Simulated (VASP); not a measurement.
# YN (Fm-3m) in VASP: single point with LDA

Aim: the single point of YN with LDA.

All numbers are computed with VASP 6.6.1; they aren't measurements. Logs are shortened: lines on timing, memory, paths and dates and some standing lists are left out, and cuts for length are marked.

## (1) The cell of the first run

It takes space group Fm-3m (No. 225, cubic). The conventional cell has a = 4.877 Å, b = 4.877 Å, c = 4.877 Å, α = 90.00°, β = 90.00°, γ = 90.00°. Within 3.2 Å of Y (site symmetry m-3m) lie 6 N at 2.44 Å. N (site symmetry m-3m) has 6 Y at 2.44 Å within 3.2 Å.

## (2) Single point, LDA

Input file INCAR:

```
SYSTEM = YN
PREC = Accurate ; ENCUT = 600
EDIFF = 1E-6 ; ISMEAR = -1
SIGMA = 0.03 ; LREAL = .FALSE.
LASPH = .TRUE. ; NELM = 120
ALGO = Normal ; ISIF = 2
LWAVE = .FALSE. ; LCHARG = .TRUE.
GGA = CA ; LELF = .TRUE.
LVHAR = .TRUE. ; NBANDS = 15
GGA_COMPAT = .FALSE.
```

Input file KPOINTS:

```
regular mesh
0
G
  11 11 11
  0 0 0
```

Input file POSCAR:

```
YN
1.0
    0.0000000000      2.4385000000      2.4385000000
    2.4385000000      0.0000000000      2.4385000000
    2.4385000000      2.4385000000      0.0000000000
Y N
1 1
Direct
    0.0000000000      0.0000000000      0.0000000000
    0.5000000000      0.5000000000      0.5000000000
```

Potentials or basis: VASP PAW LDA potentials, release 64 (Y_sv, N).

Started as:

```
cat potpaw_LDA.64/Y_sv/POTCAR potpaw_LDA.64/N/POTCAR > POTCAR
mpirun -np 1 vasp_std > vasp.out
```

OUTCAR:

```text
SYSTEM = YN
   PREC = Accurate
   ENCUT = 600
   EDIFF = 1E-6
   ISMEAR = -1
   LREAL = .FALSE.
   LASPH = .TRUE.
   NELM = 120
   ISIF = 2
   GGA = CA

 ion  position               nearest neighbor table
   1  0.000  0.000  0.000-   2 2.44   2 2.44   2 2.44   2 2.44   2 2.44   2 2.44
   2  0.500  0.500  0.500-   1 2.44   1 2.44   1 2.44   1 2.44   1 2.44   1 2.44

  LATTYP: Found a face centered cubic cell.
 ALAT       =     4.8770000000

  Lattice vectors:

 A1 = (   0.0000000000,   2.4385000000,   2.4385000000)
 A2 = (   2.4385000000,   0.0000000000,   2.4385000000)
 A3 = (   2.4385000000,   2.4385000000,   0.0000000000)

Analysis of symmetry for initial positions (statically):
=====================================================================
 Subroutine PRICEL returns:
 Original cell was already a primitive cell.

 Routine SETGRP: Setting up the symmetry group for a
 face centered cubic supercell.

 Subroutine GETGRP returns: Found 48 space group operations
 (whereof 48 operations were pure point group operations)
 out of a pool of 48 trial point group operations.

The static configuration has the point symmetry O_h .

Analysis of symmetry for dynamics (positions and initial velocities):
=====================================================================
 Subroutine PRICEL returns:
 Original cell was already a primitive cell.

 Routine SETGRP: Setting up the symmetry group for a
 face centered cubic supercell.

 Subroutine GETGRP returns: Found 48 space group operations
 (whereof 48 operations were pure point group operations)
 out of a pool of 48 trial point group operations.

The dynamic configuration has the point symmetry O_h .

 Subroutine INISYM returns: Found 48 space group operations
 (whereof 48 operations are pure point group operations),
 and found     1 'primitive' translations

----------------------------------------------------------------------------------------

                                     Primitive cell

  volume of cell :      29.0000

  direct lattice vectors                    reciprocal lattice vectors
     0.000000000  2.438500000  2.438500000    -0.205044084  0.205044084  0.205044084
     2.438500000  0.000000000  2.438500000     0.205044084 -0.205044084  0.205044084
     2.438500000  2.438500000  0.000000000     0.205044084  0.205044084 -0.205044084

  length of vectors
     3.448559772  3.448559772  3.448559772     0.355146772  0.355146772  0.355146772

  position of ions in fractional coordinates (direct lattice)
     0.000000000  0.000000000  0.000000000
     0.500000000  0.500000000  0.500000000

  ion indices of the primitive-cell ions
   primitive index   ion index
                 1           1
                 2           2

----------------------------------------------------------------------------------------

 KPOINTS: regular mesh

Automatic generation of k-mesh.
 Grid dimensions read from file:
 generate k-points for:   11   11   11

 Generating k-lattice:

  Cartesian coordinates                     Fractional coordinates (reciprocal lattice)
    -0.018640371  0.018640371  0.018640371     0.090909091  0.000000000  0.000000000
     0.018640371 -0.018640371  0.018640371     0.000000000  0.090909091  0.000000000
     0.018640371  0.018640371 -0.018640371     0.000000000  0.000000000  0.090909091

  Length of vectors
     0.032286070  0.032286070  0.032286070

  Shift w.r.t. Gamma in fractional coordinates (k-lattice)
     0.000000000  0.000000000  0.000000000

 Subroutine IBZKPT returns following result:
 ===========================================

 Found     56 irreducible k-points:

 Following reciprocal coordinates:
            Coordinates               Weight
  0.000000  0.000000  0.000000      1.000000
  0.090909  0.000000  0.000000      8.000000
  0.181818  0.000000  0.000000      8.000000
  0.272727  0.000000  0.000000      8.000000
  0.363636  0.000000  0.000000      8.000000
  0.454545  0.000000  0.000000      8.000000
[... 16 lines left out ...]
 -0.272727  0.181818  0.000000     24.000000
 -0.181818  0.181818  0.000000     12.000000
 [... further k-points ...]
   k-points           NKPTS =     56   k-points in BZ     NKDIM =     56   number of bands    NBANDS=     15
   number of dos      NEDOS =    301   number of ions     NIONS =      2
   total plane-waves  NPLWV =  21952
   dimension x,y,z NGX =    28 NGY =   28 NGZ =   28
   dimension x,y,z NGXF=    56 NGYF=   56 NGZF=   56
   ions per type =               1   1
   NGX,Y,Z   is equivalent  to a cutoff of  13.50, 13.50, 13.50 a.u.
   NGXF,Y,Z  is equivalent  to a cutoff of  27.00, 27.00, 27.00 a.u.
 SYSTEM =  YN
   PREC   = accura    normal or accurate (medium, high low for compatibility)
   ISTART =      0    job   : 0-new  1-cont  2-samecut
   ICHARG =      2    charge: 1-file 2-atom 10-const
   ISPIN  =      1    spin polarized calculation?
   LNONCOLLINEAR =      F non collinear calculations
   LSORBIT =      F    spin-orbit coupling
   LASPH  =      T    aspherical Exc in radial PAW
   ENCUT  =  600.0 eV  44.10 Ry    6.64 a.u.   6.89  6.89  6.89*2*pi/ulx,y,z
   NELM   =    120;   NELMIN=  2; NELMDL= -5     # of ELM steps
   EDIFF  = 0.1E-05   stopping-criterion for ELM
   LREAL  =      F    real-space projection
   EDIFFG = 0.1E-04   stopping-criterion for IOM
   NSW    =      0    number of steps for IOM
   IBRION =     -1    ionic relax: 0-MD 1-quasi-New 2-CG
   NFREE  =      0    steps in history (QN), initial steepest desc. (CG)
   ISIF   =      2    stress and relaxation
   ISYM   =      2    0-nonsym 1-usesym 2-fastsym
   POTIM  = 0.5000    time-step for ionic-motion
   TEBEG  =    0.0;   TEEND  =   0.0 temperature during run
   PSTRESS=    0.0 pullay stress
   NELECT =      16.0000    total number of electrons
   NUPDOWN=      -1.0000    fix difference up-down
   EMIN   =  10.00;   EMAX   =-10.00  energy-range for DOS
   EFERMI =   0.00;   METHOD = LEGACY
   ISMEAR =    -1;   SIGMA  =   0.03  broadening in eV -4-tet -1-fermi 0-gaus
   EFERMI_NEDOS =   21; number of points for ismear=-14 and -15
   IALGO  =     38    algorithm
   IMIX   =      4    mixing-type and parameters
     AMIX     =   0.40;   BMIX     =  1.00
     AMIX_MAG =   1.60;   BMIX_MAG =  1.00
  volume/ion in A,a.u.               =      14.50        97.85
  Fermi-wavevector in a.u.,A,eV,Ry     =   1.342710  2.537353 24.529520  1.802869
  Thomas-Fermi vector in A             =   2.470842
   LORBIT       =      0    0 simple, 1 ext, 2 COOP (PROOUT), +10 PAW based schemes
   GGA     = CA    functional components
   LHFCALC =     F    Hartree Fock is set to
   AEXX    =    0.0000 exact exchange contribution
   IVDW    =     0    specifies the selected vdW correction
   LEPSILON=     F    determine dielectric tensor
   LRPA    =     F    only Hartree local field effects (RPA)
 non-spin polarized calculation
  energy-cutoff  :      600.00
  volume of cell :       29.00
 maximum number of plane-waves:       982
   NGX = 13   NGY = 13   NGZ = 13

 number of electron      16.0000001 magnetization

 Free energy of the ion-electron system (eV)
  ---------------------------------------------------
  ext. energy  EPLUGINS =         0.00000000
  ---------------------------------------------------
  free energy    TOTEN  =       -19.86997682 eV

  energy without entropy =      -19.86983116  energy(sigma->0) =      -19.86990399

 E-fermi :   4.0239     XC(G=0): -11.6229

 val. band max:        3.9768051962   @ k =   0.0000   0.0000   0.0000
 cond. band min:       4.0942369006   @ k =   0.4545   0.4545   0.0000
 fundamental gap:      0.1174317044
 Fermi energy:         4.0239129569

 k-point     1 :       0.0000    0.0000    0.0000
  band No.  band energies     occupation
      1     -36.5313      2.00000
      2     -16.2926      2.00000
      3     -16.2926      2.00000
      4     -16.2926      2.00000
      5      -8.7383      2.00000
      6       3.9768      1.65565
      7       3.9768      1.65564
      8       3.9768      1.65564
      9       7.0388      0.00000
     10       7.0388      0.00000
     11       7.0388      0.00000
     12       8.1888      0.00000
     13       9.0801      0.00000
     14       9.0801      0.00000
     15      14.7482      0.00000

 k-point     2 :       0.0909    0.0000    0.0000
  band No.  band energies     occupation
      1     -36.5212      2.00000
      2     -16.4020      2.00000
      3     -16.2998      2.00000
      4     -16.2998      2.00000
      5      -8.5851      2.00000
      6       3.4405      2.00000
      7       3.6825      1.99998
      8       3.6825      1.99998
      9       7.1114      0.00000
     10       7.2474      0.00000
     11       7.2474      0.00000
     12       8.6696      0.00000
     13       9.5113      0.00000
     14       9.5113      0.00000
     15      15.2972      0.00000

 k-point     3 :       0.1818    0.0000    0.0000
  band No.  band energies     occupation
      1     -36.4942      2.00000
      2     -16.6791      2.00000
      3     -16.3188      2.00000
      4     -16.3188      2.00000
      5      -8.1841      2.00000
      6       2.3532      2.00000
      7       3.0578      2.00000
      8       3.0578      2.00000
      9       7.2955      0.00000
     10       7.8067      0.00000
     11       7.8067      0.00000
     12       9.7334      0.00000
     13      10.5711      0.00000
     14      10.5711      0.00000
     15      16.6680      0.00000
[... 343 lines left out ...]
 k-point    23 :      -0.2727    0.1818    0.0000
  band No.  band energies     occupation
      1     -36.4162      2.00000
      2     -17.1530      2.00000
      3     -16.5987      2.00000
      4     -16.3609      2.00000
      5      -7.3688      2.00000
      6       0.6766      2.00000
      7       1.9280      2.00000
      8       2.5206      2.00000
      9       8.1002      0.00000
     10       8.9057      0.00000
     11       9.9710      0.00000
     12      10.7563      0.00000
     13      13.1254      0.00000
     14      13.8756      0.00000
     15      17.5954      0.00000

 k-point    24 :      -0.1818    0.1818    0.0000
  band No.  band energies     occupation
      1     -36.4466      2.00000
      2     -16.9755      2.00000
      3     -16.5171      2.00000
      4     -16.3249      2.00000
      5      -7.6420      2.00000
      6       1.1381      2.00000
      7       2.1752      2.00000
      8       2.8728      2.00000
      9       7.6310      0.00000
     10       8.2084      0.00000
     11       9.6759      0.00000
     12       9.9205      0.00000
     13      12.0947      0.00000
     14      12.9354      0.00000
     15      18.4860      0.00000

 [... further k-points ...]

------------------------ aborting loop because EDIFF is reached ----------------------------------------

  FORCE on cell =-STRESS in cart. coord.  units (eV):
  Direction    XX          YY          ZZ          XY          YZ          ZX
  --------------------------------------------------------------------------------------
  -------------------------------------------------------------------------------------
  Total       -1.0570225     -1.0570225     -1.0570225      0.0000000      0.0000000      0.0000000
  in kB      -58.3978077    -58.3978077    -58.3978077      0.0000000      0.0000000      0.0000000
  external PRESSURE =     -58.3978077 kB  Pullay stress =       0.0000000 kB

 VOLUME and BASIS-vectors are now :
 -----------------------------------------------------------------------------
  energy-cutoff  :      600.00
  volume of cell :       29.00
      direct lattice vectors                 reciprocal lattice vectors
     0.000000000  2.438500000  2.438500000    -0.205044084  0.205044084  0.205044084
     2.438500000  0.000000000  2.438500000     0.205044084 -0.205044084  0.205044084
     2.438500000  2.438500000  0.000000000     0.205044084  0.205044084 -0.205044084

 POSITION                                       TOTAL-FORCE (eV/Angst)
 -----------------------------------------------------------------------------------
      0.00000      0.00000      0.00000         0.000000     -0.000000      0.000000
      2.43850      2.43850      2.43850        -0.000000      0.000000     -0.000000
 -----------------------------------------------------------------------------------
    total drift:                                0.000000      0.000000      0.000000

  FREE ENERGIE OF THE ION-ELECTRON SYSTEM (eV)
  ---------------------------------------------------
  free  energy   TOTEN  =       -19.8699768240 eV

  energy  without entropy=      -19.8698311550  energy(sigma->0) =      -19.86990399
```

Wall time 30 s (1 thread of AMD EPYC 7R43 (Zen 3), shared host); peak memory 0.15 GiB.

Results:

| Property | Result |
| --- | --- |
| Free energy | -19.8700 eV |
| Pressure | -5.8 GPa |
| Band gap on the k mesh | 0.12 eV (least direct gap 0.51 eV) |

Caveat: the cell stands under tension; an odd mesh through Γ misses points on the zone boundary, where band edges can lie.
